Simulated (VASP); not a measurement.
A run of VASP 6.6.1:

The input INCAR:

```
SYSTEM = BN
  PREC = Accurate
  ENCUT = 600
  EDIFF = 1E-6
  ISMEAR = -1
  SIGMA = 0.05
  LREAL = .FALSE.
  LASPH = .TRUE.
  NELM = 120
  ALGO = Normal
  ISIF = 2
  LWAVE = .FALSE.
  LCHARG = .FALSE.
  GGA = PS
  NBANDS = 16
  GGA_COMPAT = .FALSE.
```

File KPOINTS:

```
regular mesh
0
G
  8 8 3
  0 0 0
```

File POSCAR:

```
BN
1.0
    2.4982400000      0.0000000000      0.0000000000
   -1.2491200000      2.1635390000      0.0000000000
    0.0000000000      0.0000000000      6.6357000000
B N
2 2
Direct
    0.3333333333      0.6666666667      0.2500000000
    0.6666666667      0.3333333333      0.7500000000
    0.3333333333      0.6666666667      0.7500000000
    0.6666666667      0.3333333333      0.2500000000
```

Potentials or basis: VASP PAW PBE potentials, release 64 (B, N).

Launch:

```console
$ cat potpaw_PBE.64/B/POTCAR potpaw_PBE.64/N/POTCAR > POTCAR
$ mpirun -np 1 vasp_std > vasp.out
```

Hardware: 1 thread of AMD EPYC 7R43 64-Core Processor (Zen 3), on a shared host.

Problem. How long does it take, and how much memory?

Solution. Run time: 13 s on 1 thread of AMD EPYC 7R43 64-Core Processor (Zen 3), with other jobs on the host, peak memory 0.11 GiB. Counts: scf iterations 13, k points 20.
